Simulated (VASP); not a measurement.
# RbBr (Fm-3m) in VASP: band structure with r2SCAN

Aim: the band structure of RbBr with r2SCAN.

Program: VASP 6.6.1. These are calculated values, not measurements. Logs are shortened: lines on timing, memory, paths and dates and some standing lists are left out, and cuts for length are marked.

### Step 1. The cell of the first run

Symmetry: Fm-3m, No. 225, cubic system. Conventional cell: a = 6.854 Å, b = 6.854 Å, c = 6.854 Å, α = 90.00°, β = 90.00°, γ = 90.00°. Within 4.5 Å of Rb (site symmetry m-3m) lie 6 Br at 3.43 Å. Br (site symmetry m-3m) has 6 Rb at 3.43 Å within 4.5 Å.

### Step 2. Band structure, r2SCAN, non-collinear spin, zero start, spin-orbit coupling

Input file INCAR:

```
ALGO = Normal ; EDIFF = 1E-6
EFERMI = MIDGAP ; ENCUT = 250
GGA_COMPAT = F ; ISMEAR = 0
KPAR = 2 ; LASPH = T
LCHARG = F ; LMIXTAU = T
LORBIT = 11 ; LREAL = F
LSORBIT = T ; LWAVE = F
MAGMOM = 0 0 0 0 0 0 ; METAGGA = R2SCAN
NBANDS = 40 ; NELM = 200
PREC = Accurate ; SIGMA = 0.03
```

Input file KPOINTS:

```
Automatic mesh
0
Gamma
  5 5 5
  0 0 0
```

Input file KPOINTS_OPT:

```
path GXWKGLUWLK,UX
12
line-mode
reciprocal
 0.0000000000  0.0000000000  0.0000000000  G
 0.5000000000  0.0000000000  0.5000000000  X

 0.5000000000  0.0000000000  0.5000000000  X
 0.5000000000  0.2500000000  0.7500000000  W

 0.5000000000  0.2500000000  0.7500000000  W
 0.3750000000  0.3750000000  0.7500000000  K

 0.3750000000  0.3750000000  0.7500000000  K
 0.0000000000  0.0000000000  0.0000000000  G

 0.0000000000  0.0000000000  0.0000000000  G
 0.5000000000  0.5000000000  0.5000000000  L

 0.5000000000  0.5000000000  0.5000000000  L
 0.6250000000  0.2500000000  0.6250000000  U

 0.6250000000  0.2500000000  0.6250000000  U
 0.5000000000  0.2500000000  0.7500000000  W

 0.5000000000  0.2500000000  0.7500000000  W
 0.5000000000  0.5000000000  0.5000000000  L

 0.5000000000  0.5000000000  0.5000000000  L
 0.3750000000  0.3750000000  0.7500000000  K

 0.6250000000  0.2500000000  0.6250000000  U
 0.5000000000  0.0000000000  0.5000000000  X
```

Input file POSCAR:

```
RbBr
1.0
    0.0000000000      3.4270000000      3.4270000000
    3.4270000000      0.0000000000      3.4270000000
    3.4270000000      3.4270000000      0.0000000000
Rb Br
1 1
Direct
    0.0000000000      0.0000000000      0.0000000000
    0.5000000000      0.5000000000      0.5000000000
```

Potentials or basis: VASP PAW PBE potentials, release 64 (Rb_sv, Br).

Launch:

```
$ cat potpaw_PBE.64/Rb_sv/POTCAR potpaw_PBE.64/Br/POTCAR > POTCAR
$ mpirun -np 2 vasp_ncl > vasp.out
```

OUTCAR:

```text
EDIFF = 1E-6
   EFERMI = MIDGAP
   ENCUT = 250
   ISMEAR = 0
   LASPH = T
   LORBIT = 11
   LREAL = F
   LSORBIT = T
   METAGGA = R2SCAN
   NELM = 200
   PREC = Accurate

 Found     10 irreducible k-points:

 Following reciprocal coordinates:
            Coordinates               Weight
  0.000000  0.000000  0.000000      1.000000
  0.200000  0.000000  0.000000      8.000000
  0.400000  0.000000  0.000000      8.000000
  0.200000  0.200000  0.000000      6.000000
  0.400000  0.200000  0.000000     24.000000
 -0.400000  0.200000  0.000000     24.000000
   k-points           NKPTS =     10   k-points in BZ     NKDIM =     10   number of bands    NBANDS=     40
   number of dos      NEDOS =    301   number of ions     NIONS =      2
   total plane-waves  NPLWV =  21952
   dimension x,y,z NGX =    28 NGY =   28 NGZ =   28
   dimension x,y,z NGXF=    56 NGYF=   56 NGZF=   56
   ions per type =               1   1
   NGX,Y,Z   is equivalent  to a cutoff of   9.60,  9.60,  9.60 a.u.
   NGXF,Y,Z  is equivalent  to a cutoff of  19.21, 19.21, 19.21 a.u.
 SYSTEM =  unknown system
   PREC   = accura    normal or accurate (medium, high low for compatibility)
   ISTART =      0    job   : 0-new  1-cont  2-samecut
   ICHARG =      2    charge: 1-file 2-atom 10-const
   ISPIN  =      1    spin polarized calculation?
   LNONCOLLINEAR =      T non collinear calculations
   LSORBIT =      T    spin-orbit coupling
   LASPH  =      T    aspherical Exc in radial PAW
   ENCUT  =  250.0 eV  18.37 Ry    4.29 a.u.   6.25  6.25  6.25*2*pi/ulx,y,z
   NELM   =    200;   NELMIN=  2; NELMDL= -5     # of ELM steps
   EDIFF  = 0.1E-05   stopping-criterion for ELM
   LREAL  =      F    real-space projection
   EDIFFG = 0.1E-04   stopping-criterion for IOM
   NSW    =      0    number of steps for IOM
   IBRION =     -1    ionic relax: 0-MD 1-quasi-New 2-CG
   NFREE  =      0    steps in history (QN), initial steepest desc. (CG)
   ISIF   =      2    stress and relaxation
   ISYM   =      2    0-nonsym 1-usesym 2-fastsym
   POTIM  = 0.5000    time-step for ionic-motion
   TEBEG  =    0.0;   TEEND  =   0.0 temperature during run

   SCALEE = 1.0000    scale energy and forces
   PSTRESS=    0.0 pullay stress
   NELECT =      16.0000    total number of electrons
   NUPDOWN=      -1.0000    fix difference up-down
   EMIN   =  10.00;   EMAX   =-10.00  energy-range for DOS
   EFERMI =   0.00;   METHOD = MIDGAP
   ISMEAR =     0;   SIGMA  =   0.03  broadening in eV -4-tet -1-fermi 0-gaus
   EFERMI_NEDOS =   21; number of points for ismear=-14 and -15
   IALGO  =     38    algorithm
   IMIX   =      4    mixing-type and parameters
     AMIX     =   0.40;   BMIX     =  1.00
     AMIX_MAG =   1.60;   BMIX_MAG =  1.00
  volume/ion in A,a.u.               =      40.25       271.61
  Fermi-wavevector in a.u.,A,eV,Ry     =   0.955412  1.805467 12.419564  0.912812
  Thomas-Fermi vector in A             =   2.084247
   LORBIT       =     11    0 simple, 1 ext, 2 COOP (PROOUT), +10 PAW based schemes
   METAGGA = R2SCAN    functional components
   LHFCALC =     F    Hartree Fock is set to
   AEXX    =    0.0000 exact exchange contribution
   IVDW    =     0    specifies the selected vdW correction
   LEPSILON=     F    determine dielectric tensor
   LRPA    =     F    only Hartree local field effects (RPA)

   CSHIFT  =0.1000    complex shift for real part using Kramers Kronig

   OMEGAMAX=  -1.0    maximum frequency
 Gauss-broadening in eV      SIGMA  =   0.03
  energy-cutoff  :      250.00
  volume of cell :       80.50
 maximum number of plane-waves:      1478
 NGX is ok and might be reduce to    28
   NGX = 13   NGY = 13   NGZ = 13

 number of electron      15.9999998 magnetization      -0.0000000     -0.0000000     -0.0000000

 number of electron      15.9999998 magnetization      -0.0000000      0.0000000      0.0000000

 number of electron      15.9999998 magnetization      -0.0000000     -0.0000000      0.0000000

 number of electron      15.9999998 magnetization       0.0000000      0.0000000      0.0000000

 Free energy of the ion-electron system (eV)
  ---------------------------------------------------
  ext. energy  EPLUGINS =         0.00000000
  ---------------------------------------------------
  free energy    TOTEN  =       -31.19871927 eV

  energy without entropy =      -31.19871927  energy(sigma->0) =      -31.19871927

 E-fermi :   0.4092     XC(G=0):  -7.6314

 val. band max:       -1.9962171922   @ k =   0.0000   0.0000   0.0000
 cond. band min:       2.8147063668   @ k =   0.0000   0.0000   0.0000
 fundamental gap:      4.8109235590
 Fermi energy:         0.4092445873

 k-point     1 :       0.0000    0.0000    0.0000
  band No.  band energies     occupation
      1     -27.3136      1.00000
      2     -27.3136      1.00000
      3     -14.7702      1.00000
      4     -14.7702      1.00000
      5     -11.4202      1.00000
      6     -11.4202      1.00000
[... 20 lines left out ...]
     27       6.7937      0.00000
     28       6.7937      0.00000

 k-point     2 :       0.2000    0.0000    0.0000
  band No.  band energies     occupation
      1     -27.3101      1.00000
      2     -27.3101      1.00000
      3     -14.7853      1.00000
      4     -14.7853      1.00000
      5     -11.4133      1.00000
      6     -11.4133      1.00000
[... 20 lines left out ...]
     27       7.3949      0.00000
     28       7.3949      0.00000

 k-point     3 :       0.4000    0.0000    0.0000
  band No.  band energies     occupation
      1     -27.3048      1.00000
      2     -27.3048      1.00000
      3     -14.8093      1.00000
      4     -14.8093      1.00000
      5     -11.4034      1.00000
      6     -11.4034      1.00000
[... 20 lines left out ...]
     27       8.6582      0.00000
     28       8.6582      0.00000

 k-point     4 :       0.2000    0.2000    0.0000
  band No.  band energies     occupation
      1     -27.3091      1.00000
      2     -27.3091      1.00000
      3     -14.7771      1.00000
      4     -14.7771      1.00000
      5     -11.4256      1.00000
      6     -11.4256      1.00000
[... 20 lines left out ...]
     27       7.8786      0.00000
     28       7.8786      0.00000

 k-point     5 :       0.4000    0.2000    0.0000
  band No.  band energies     occupation
      1     -27.3044      1.00000
      2     -27.3044      1.00000
      3     -14.7768      1.00000
      4     -14.7768      1.00000
      5     -11.4387      1.00000
      6     -11.4387      1.00000
[... 20 lines left out ...]
     27       8.1657      0.00000
     28       8.1657      0.00000

 k-point     6 :      -0.4000    0.2000    0.0000
  band No.  band energies     occupation
      1     -27.3026      1.00000
      2     -27.3026      1.00000
      3     -14.7845      1.00000
      4     -14.7845      1.00000
      5     -11.4368      1.00000
      6     -11.4368      1.00000
[... 20 lines left out ...]
     27       9.6022      0.00000
     28       9.6022      0.00000

 [... further k-points ...]

 [bands above 28 left out]

------------------------ aborting loop because EDIFF is reached ----------------------------------------

  FORCE on cell =-STRESS in cart. coord.  units (eV):
  Direction    XX          YY          ZZ          XY          YZ          ZX
  --------------------------------------------------------------------------------------
  -------------------------------------------------------------------------------------
  Total        0.1686711      0.1686711      0.1686711     -0.0000000      0.0000000      0.0000000
  in kB        3.3572132      3.3572132      3.3572132     -0.0000000      0.0000000      0.0000000
  external PRESSURE =       3.3572132 kB  Pullay stress =       0.0000000 kB

 VOLUME and BASIS-vectors are now :
 -----------------------------------------------------------------------------
  energy-cutoff  :      250.00
  volume of cell :       80.50
      direct lattice vectors                 reciprocal lattice vectors
     0.000000000  3.427000000  3.427000000    -0.145900204  0.145900204  0.145900204
     3.427000000  0.000000000  3.427000000     0.145900204 -0.145900204  0.145900204
     3.427000000  3.427000000  0.000000000     0.145900204  0.145900204 -0.145900204

 POSITION                                       TOTAL-FORCE (eV/Angst)
 -----------------------------------------------------------------------------------
      0.00000      0.00000      0.00000        -0.000000      0.000000     -0.000000
      3.42700      3.42700      3.42700         0.000000     -0.000000      0.000000
 -----------------------------------------------------------------------------------
    total drift:                                0.000000      0.000000      0.000000

  FREE ENERGIE OF THE ION-ELECTRON SYSTEM (eV)
  ---------------------------------------------------
  free  energy   TOTEN  =       -31.1987192717 eV

  energy  without entropy=      -31.1987192717  energy(sigma->0) =      -31.19871927

 Spin-Orbit-Coupling matrix elements

 Ion:    1  E_soc:     -0.0457770
 l=   1
     0.0000000    -0.0076216    -0.0076216
    -0.0076216     0.0000000    -0.0076216
    -0.0076216    -0.0076216     0.0000000
 l=   2
     0.0000000     0.0000007     0.0000000     0.0000007    -0.0000086
     0.0000007     0.0000000    -0.0000065     0.0000007    -0.0000022
     0.0000000    -0.0000065     0.0000000    -0.0000065     0.0000000
     0.0000007     0.0000007    -0.0000065     0.0000000    -0.0000022
    -0.0000086    -0.0000022     0.0000000    -0.0000022     0.0000000
 l=   3
     0.0000000     0.0000000     0.0000000     0.0000000     0.0000000     0.0000000     0.0000000
     0.0000000     0.0000000     0.0000000     0.0000000     0.0000000     0.0000000     0.0000000
     0.0000000     0.0000000     0.0000000     0.0000000     0.0000000     0.0000000     0.0000000
     0.0000000     0.0000000     0.0000000     0.0000000     0.0000000     0.0000000     0.0000000
     0.0000000     0.0000000     0.0000000     0.0000000     0.0000000     0.0000000     0.0000000
     0.0000000     0.0000000     0.0000000     0.0000000     0.0000000     0.0000000     0.0000000
     0.0000000     0.0000000     0.0000000     0.0000000     0.0000000     0.0000000     0.0000000

 Ion:    2  E_soc:     -0.0479222
 l=   1
     0.0000000    -0.0079866    -0.0079866
    -0.0079866     0.0000000    -0.0079866
    -0.0079866    -0.0079866     0.0000000
 l=   2
     0.0000000    -0.0000000     0.0000000    -0.0000000    -0.0000004
    -0.0000000     0.0000000    -0.0000003    -0.0000000    -0.0000001
     0.0000000    -0.0000003     0.0000000    -0.0000003     0.0000000
    -0.0000000    -0.0000000    -0.0000003     0.0000000    -0.0000001
    -0.0000004    -0.0000001     0.0000000    -0.0000001     0.0000000
 l=   3
     0.0000000     0.0000000     0.0000000     0.0000000     0.0000000     0.0000000     0.0000000
     0.0000000     0.0000000     0.0000000     0.0000000     0.0000000     0.0000000     0.0000000
     0.0000000     0.0000000     0.0000000     0.0000000     0.0000000     0.0000000     0.0000000
     0.0000000     0.0000000     0.0000000     0.0000000     0.0000000     0.0000000     0.0000000
     0.0000000     0.0000000     0.0000000     0.0000000     0.0000000     0.0000000     0.0000000
     0.0000000     0.0000000     0.0000000     0.0000000     0.0000000     0.0000000     0.0000000
     0.0000000     0.0000000     0.0000000     0.0000000     0.0000000     0.0000000     0.0000000

 total charge

# of ion       s       p       d       tot
------------------------------------------
    1        1.941   5.432   0.021   7.394
    2        1.593   3.338   0.001   4.932
--------------------------------------------------
tot          3.534   8.769   0.022  12.326

 magnetization (x)

# of ion       s       p       d       tot
------------------------------------------
    1       -0.000   0.000   0.000   0.000
    2        0.000   0.000  -0.000  -0.000
--------------------------------------------------
tot         -0.000   0.000   0.000  -0.000

 magnetization (y)

# of ion       s       p       d       tot
------------------------------------------
    1        0.000   0.000   0.000   0.000
    2        0.000   0.000   0.000   0.000
--------------------------------------------------
tot          0.000   0.000   0.000   0.000

 magnetization (z)

# of ion       s       p       d       tot
------------------------------------------
    1        0.000   0.000   0.000   0.000
    2        0.000   0.000  -0.000   0.000
--------------------------------------------------
tot          0.000   0.000  -0.000   0.000
```

Wall time 6 min (2 MPI ranks of AMD EPYC 9R45 (Zen 5), shared host); peak memory 0.26 GiB.

What came out:

* Free energy: -31.1987 eV
* Net moment: 0.00 μB per cell
* Valence electrons inside the program's atomic spheres: Rb 7.39; Br 4.93

Moments on the atoms (μB; x, y, z):
```
Rb  0.00 0.00 0.00
Br  0.00 0.00 0.00
```

Caveat: the cutoff is under 1.25 times the usual one of these potentials, so pressure, stress and relaxed cells hold a basis-set (Pulay) error; the PAW data sets were made with another functional, which shifts forces and pressure a little.
